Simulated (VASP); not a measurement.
# Hf (Fm-3m) in VASP: further runs, part 2 of 2

VASP 6.6.1. The steps go on from the part before.

**3. Single point, PBE**

This run uses another cell than the first one, of 23.02 Å³/atom, 1.020 times its volume.

INCAR reads:

```
PREC     = Accurate       # precision mode
ENCUT    = 520            # plane-wave cutoff, eV
EDIFF    = 1E-6           # SCF threshold, eV
ISMEAR   = -1             # smearing method
SIGMA    = 0.06122561905347299 # smearing width, eV
LREAL    = F              # projectors in reciprocal space
LASPH    = T              # aspherical terms in the spheres
NELM     = 60             # most SCF steps
ALGO     = Normal         # electronic algorithm
ISIF     = 2              # what is computed and relaxed
LWAVE    = F              # write WAVECAR
LCHARG   = F              # write CHGCAR
GGA      = PE             # functional
NBANDS   = 11             # bands
```

KPOINTS reads:

```
Automatic mesh
0
Gamma
  14 14 14
```

POSCAR reads:

```
Hf
1.0
    0.0000000000      2.2577679358      2.2577679358
    2.2577679358      0.0000000000      2.2577679358
    2.2577679358      2.2577679358      0.0000000000
Hf
1
Direct
    0.0000000000      0.0000000000      0.0000000000
```

Potentials or basis: VASP PAW PBE potentials, release 64 (Hf_pv).

Run with:

```console
$ cat potpaw_PBE.64/Hf_pv/POTCAR > POTCAR
$ mpirun -np 1 vasp_std > vasp.out
```

OUTCAR:

```text
PREC = Accurate
   ENCUT = 520
   EDIFF = 1E-6
   ISMEAR = -1
   LREAL = F
   LASPH = T
   NELM = 60
   ISIF = 2
   GGA = PE

 ion  position               nearest neighbor table
   1  0.000  0.000  0.000-

  LATTYP: Found a face centered cubic cell.
 ALAT       =     4.5155358716

  Lattice vectors:

 A1 = (   0.0000000000,   2.2577679358,   2.2577679358)
 A2 = (   2.2577679358,   0.0000000000,   2.2577679358)
 A3 = (   2.2577679358,   2.2577679358,   0.0000000000)

Analysis of symmetry for initial positions (statically):
=====================================================================
 Subroutine PRICEL returns:
 Original cell was already a primitive cell.

 Routine SETGRP: Setting up the symmetry group for a
 face centered cubic supercell.

 Subroutine GETGRP returns: Found 48 space group operations
 (whereof 48 operations were pure point group operations)
 out of a pool of 48 trial point group operations.

The static configuration has the point symmetry O_h .

Analysis of symmetry for dynamics (positions and initial velocities):
=====================================================================
 Subroutine PRICEL returns:
[... 166 lines left out ...]
      2     -25.5767      2.00000
      3     -25.5767      2.00000
      4      -2.5674      2.00000
      5       5.9336      0.00000
      6       5.9336      0.00000
      7       5.9336      0.00000
      8       8.6226      0.00000
      9       8.6226      0.00000
     10      15.7641      0.00000
     11      17.5082      0.00000
[... 309 lines left out ...]
 k-point    24 :       0.2857    0.1429    0.0000
  band No.  band energies     occupation
      1     -25.9503      2.00000
      2     -25.6774      2.00000
      3     -25.6700      2.00000
      4      -0.3507      2.00000
      5       4.2720      1.97434
      6       5.9851      0.00000
      7       6.8174      0.00000
      8       7.8820      0.00000
      9       9.4636      0.00000
     10      17.0111      0.00000
     11      17.5199      0.00000

 [... further k-points ...]

------------------------ aborting loop because EDIFF is reached ----------------------------------------

  FORCE on cell =-STRESS in cart. coord.  units (eV):
  Direction    XX          YY          ZZ          XY          YZ          ZX
  --------------------------------------------------------------------------------------
  -------------------------------------------------------------------------------------
  Total       -0.3369147     -0.3369147     -0.3369147      0.0000000      0.0000000     -0.0000000
  in kB      -23.4510672    -23.4510672    -23.4510672      0.0000000      0.0000000     -0.0000000
  external PRESSURE =     -23.4510672 kB  Pullay stress =       0.0000000 kB

 VOLUME and BASIS-vectors are now :
 -----------------------------------------------------------------------------
  energy-cutoff  :      520.00
  volume of cell :       23.02
      direct lattice vectors                 reciprocal lattice vectors
     0.000000000  2.257767936  2.257767936    -0.221457658  0.221457658  0.221457658
     2.257767936  0.000000000  2.257767936     0.221457658 -0.221457658  0.221457658
     2.257767936  2.257767936  0.000000000     0.221457658  0.221457658 -0.221457658

 POSITION                                       TOTAL-FORCE (eV/Angst)
 -----------------------------------------------------------------------------------
      0.00000      0.00000      0.00000        -0.000000     -0.000000     -0.000000
 -----------------------------------------------------------------------------------
    total drift:                               -0.000000      0.000000     -0.000000

  FREE ENERGIE OF THE ION-ELECTRON SYSTEM (eV)
  ---------------------------------------------------
  free  energy   TOTEN  =        -9.8578868906 eV

  energy  without entropy=       -9.8380744431  energy(sigma->0) =       -9.84798067
```

OSZICAR:

```text
N       E                     dE             d eps       ncg     rms          rms(c)
DAV:   1     0.128652772119E+02    0.12865E+02   -0.56760E+03  2296   0.833E+02
DAV:   2    -0.975360131316E+01   -0.22619E+02   -0.21975E+02  2876   0.153E+02
DAV:   3    -0.102118977563E+02   -0.45830E+00   -0.45355E+00  2883   0.152E+01
DAV:   4    -0.102137742407E+02   -0.18765E-02   -0.18761E-02  2663   0.118E+00
DAV:   5    -0.102137847449E+02   -0.10504E-04   -0.10504E-04  2853   0.781E-02    0.451E+01
DAV:   6    -0.994945695346E+01    0.26433E+00   -0.22479E-01  2555   0.354E+00    0.268E+01
DAV:   7    -0.986249208814E+01    0.86965E-01   -0.34035E-01  2642   0.424E+00    0.130E+00
DAV:   8    -0.985784105298E+01    0.46510E-02   -0.25143E-02  2570   0.113E+00    0.784E-02
DAV:   9    -0.985788656259E+01   -0.45510E-04   -0.49453E-04  2742   0.167E-01    0.549E-02
DAV:  10    -0.985788781985E+01   -0.12573E-05   -0.36071E-05  2669   0.462E-02    0.494E-02
DAV:  11    -0.985788689062E+01    0.92924E-06   -0.57024E-06  2677   0.177E-02
   1 F= -.98578869E+01 E0= -.98479807E+01  d E =-.198124E-01
```

stdout:

```text
POSCAR found type information on POSCAR Hf
 POSCAR found :  1 types and       1 ions
 scaLAPACK will be used
 LDA part: xc-table for (Slater+PW92), standard interpolation
 POSCAR, INCAR and KPOINTS ok, starting setup
 FFT: planning ... GRIDC
 FFT: planning ... GRID_SOFT
 FFT: planning ... GRID
 WAVECAR not read
 entering main loop
```

It took 18 s on 1 thread of Intel Xeon 8259CL, shared host; peak memory 0.16 GiB.

What came out:

| Property | Result |
| --- | --- |
| Free energy | -9.8579 eV |
| Pressure | -2.3 GPa |
| Band gap on the k mesh | zero (band 5 reaches 5.93 eV, above the bottom of band 6 at 3.93 eV) |

Levels at points of the mesh, in eV from the Fermi level:
| k point | band 1 | band 2 | band 3 | band 4 | band 5 | band 6 | band 7 | band 8 | band 9 | band 10 |
| --- | --- | --- | --- | --- | --- | --- | --- | --- | --- | --- |
| (0.00, 0.00, 0.00) | -30.11 | -30.11 | -30.11 | -7.11 | 1.40 | 1.40 | 1.40 | 4.08 | 4.08 | 11.23 |
| (0.50, 0.00, 0.00) | -30.85 | -30.21 | -30.21 | -3.55 | 0.50 | 1.19 | 1.19 | 6.12 | 6.12 | 9.03 |
| (0.50, 0.50, 0.00) | -30.80 | -30.38 | -30.38 | -3.13 | -2.02 | 2.38 | 6.13 | 6.71 | 6.71 | 9.67 |

Caveat: spin-orbit coupling is left out, which moves the levels of the heavy elements.

**4. Single point, PBE**

This run uses another cell than the first one, of 23.02 Å³/atom, 1.020 times its volume.

INCAR reads:

```
SYSTEM = Hf
  PREC = Accurate
  ENCUT = 520
  EDIFF = 1E-6
  ISMEAR = -1
  SIGMA = 0.06122561905347299
  LREAL = .FALSE.
  LASPH = .TRUE.
  NELM = 60
  ALGO = Normal
  ISIF = 2
  LWAVE = .FALSE.
  LCHARG = .TRUE.
  GGA = PE
  LELF = .TRUE.
  LVHAR = .TRUE.
  NBANDS = 11
```

KPOINTS reads:

```
regular mesh
0
G
  14 14 14
  0 0 0
```

POSCAR is that of step 3.

Run with:

```console
$ cat potpaw_PBE.64/Hf_pv/POTCAR > POTCAR
$ mpirun -np 1 vasp_std > vasp.out
```

Wall time 21 s (1 thread of Intel Xeon 8259CL, shared host); peak memory 0.15 GiB.

Results (log left out):

| Property | Result |
| --- | --- |
| Free energy | -9.8579 eV |
| Pressure | -2.3 GPa |
| Band gap on the k mesh | zero (band 5 reaches 5.93 eV, above the bottom of band 6 at 3.93 eV) |

Levels at points of the mesh, in eV from the Fermi level:
| k point | band 2 | band 3 | band 4 | band 5 | band 6 | band 7 | band 8 | band 9 |
| --- | --- | --- | --- | --- | --- | --- | --- | --- |
| (0.00, 0.00, 0.00) | -30.11 | -30.11 | -7.11 | 1.40 | 1.40 | 1.40 | 4.08 | 4.08 |
| (0.50, 0.00, 0.00) | -30.21 | -30.21 | -3.55 | 0.50 | 1.19 | 1.19 | 6.12 | 6.12 |
| (0.50, 0.50, 0.00) | -30.38 | -30.38 | -3.13 | -2.02 | 2.38 | 6.13 | 6.71 | 6.71 |

Caveat: spin-orbit coupling is left out, which moves the levels of the heavy elements.

**5. Single point, PBE**

This run uses another cell than the first one, of 23.47 Å³/atom, 1.040 times its volume.

INCAR reads:

```
ALGO = Normal
EDIFF = 1E-7
ENCUT = 520
GGA = PE
ISIF = 2
ISMEAR = -1
LASPH = True
LCHARG = False
LREAL = False
LWAVE = False
NBANDS = 11
NELM = 100
PREC = Accurate
SIGMA = 0.06122561905347299
```

KPOINTS reads:

```
k-points
0
Gamma
  14 14 14
```

POSCAR reads:

```
Hf
1.0
    0.0000000000      2.2724291774      2.2724291774
    2.2724291774      0.0000000000      2.2724291774
    2.2724291774      2.2724291774      0.0000000000
Hf
1
Direct
    0.0000000000      0.0000000000      0.0000000000
```

Potentials or basis: VASP PAW PBE potentials, release 64 (Hf_pv).

Run with:

```console
$ cat potpaw_PBE.64/Hf_pv/POTCAR > POTCAR
$ mpirun -np 1 vasp_std > vasp.out
```

OUTCAR:

```text
EDIFF = 1E-7
   ENCUT = 520
   GGA = PE
   ISIF = 2
   ISMEAR = -1
   LASPH = True
   LREAL = False
   NELM = 100
   PREC = Accurate

 ion  position               nearest neighbor table
   1  0.000  0.000  0.000-

  LATTYP: Found a face centered cubic cell.
 ALAT       =     4.5448583548

  Lattice vectors:

 A1 = (   0.0000000000,   2.2724291774,   2.2724291774)
 A2 = (   2.2724291774,   0.0000000000,   2.2724291774)
 A3 = (   2.2724291774,   2.2724291774,   0.0000000000)

Analysis of symmetry for initial positions (statically):
=====================================================================
 Subroutine PRICEL returns:
 Original cell was already a primitive cell.

 Routine SETGRP: Setting up the symmetry group for a
 face centered cubic supercell.

 Subroutine GETGRP returns: Found 48 space group operations
 (whereof 48 operations were pure point group operations)
 out of a pool of 48 trial point group operations.

The static configuration has the point symmetry O_h .

Analysis of symmetry for dynamics (positions and initial velocities):
[... 166 lines left out ...]
      2     -25.7801      2.00000
      3     -25.7801      2.00000
      4      -2.6310      2.00000
      5       5.7916      0.00000
      6       5.7916      0.00000
      7       5.7916      0.00000
      8       8.4133      0.00000
      9       8.4133      0.00000
     10      15.5689      0.00000
     11      17.3066      0.00000
[... 309 lines left out ...]
 k-point    24 :       0.2857    0.1429    0.0000
  band No.  band energies     occupation
      1     -26.1288      2.00000
      2     -25.8745      2.00000
      3     -25.8674      2.00000
      4      -0.4545      2.00000
      5       4.1651      1.96332
      6       5.8460      0.00000
      7       6.6535      0.00000
      8       7.6923      0.00000
      9       9.2337      0.00000
     10      16.7266      0.00000
     11      17.3166      0.00000

 [... further k-points ...]

------------------------ aborting loop because EDIFF is reached ----------------------------------------

  FORCE on cell =-STRESS in cart. coord.  units (eV):
  Direction    XX          YY          ZZ          XY          YZ          ZX
  --------------------------------------------------------------------------------------
  -------------------------------------------------------------------------------------
  Total       -0.6051780     -0.6051780     -0.6051780      0.0000000      0.0000000     -0.0000000
  in kB      -41.3135611    -41.3135611    -41.3135611      0.0000000      0.0000000     -0.0000000
  external PRESSURE =     -41.3135611 kB  Pullay stress =       0.0000000 kB

 VOLUME and BASIS-vectors are now :
 -----------------------------------------------------------------------------
  energy-cutoff  :      520.00
  volume of cell :       23.47
      direct lattice vectors                 reciprocal lattice vectors
     0.000000000  2.272429177  2.272429177    -0.220028859  0.220028859  0.220028859
     2.272429177  0.000000000  2.272429177     0.220028859 -0.220028859  0.220028859
     2.272429177  2.272429177  0.000000000     0.220028859  0.220028859 -0.220028859

 POSITION                                       TOTAL-FORCE (eV/Angst)
 -----------------------------------------------------------------------------------
      0.00000      0.00000      0.00000         0.000000     -0.000000      0.000000
 -----------------------------------------------------------------------------------
    total drift:                                0.000000      0.000000      0.000000

  FREE ENERGIE OF THE ION-ELECTRON SYSTEM (eV)
  ---------------------------------------------------
  free  energy   TOTEN  =        -9.8487838572 eV

  energy  without entropy=       -9.8288167781  energy(sigma->0) =       -9.83880032
```

stdout:

```text
POSCAR found type information on POSCAR Hf
 POSCAR found :  1 types and       1 ions
 scaLAPACK will be used
 LDA part: xc-table for (Slater+PW92), standard interpolation
 POSCAR, INCAR and KPOINTS ok, starting setup
 FFT: planning ... GRIDC
 FFT: planning ... GRID_SOFT
 FFT: planning ... GRID
 WAVECAR not read
 entering main loop
```

Run time: 22 s. Hardware: 1 thread of Intel Xeon 8259CL, shared host; peak memory 0.15 GiB.

Results:

| Property | Result |
| --- | --- |
| Free energy | -9.8488 eV |
| Pressure | -4.1 GPa |
| Band gap on the k mesh | zero (band 5 reaches 5.79 eV, above the bottom of band 6 at 3.82 eV) |

Caveat: spin-orbit coupling is left out, which moves the levels of the heavy elements.

**6. The runs side by side**

```csv
cell,gap on the mesh (eV),pressure (GPa)
"a = 3.172 Å, angles 60.0°, 1 atom",none,-0.4
"a = 3.193 Å, angles 60.0°, 1 atom",none,-2.3
"a = 3.214 Å, angles 60.0°, 1 atom",none,-4.1
```

Alike in all rows: task single point; level PBE; potentials or basis VASP PAW PBE potentials, release 64 (Hf_pv); no spin polarisation; k mesh 14 × 14 × 14; cutoff (eV) 520; smearing fermi-dirac 0.0612256 eV.

Caveats: spin-orbit coupling is left out, which moves the levels of the heavy elements.

Absolute energies hang on the potentials; compare differences alone.
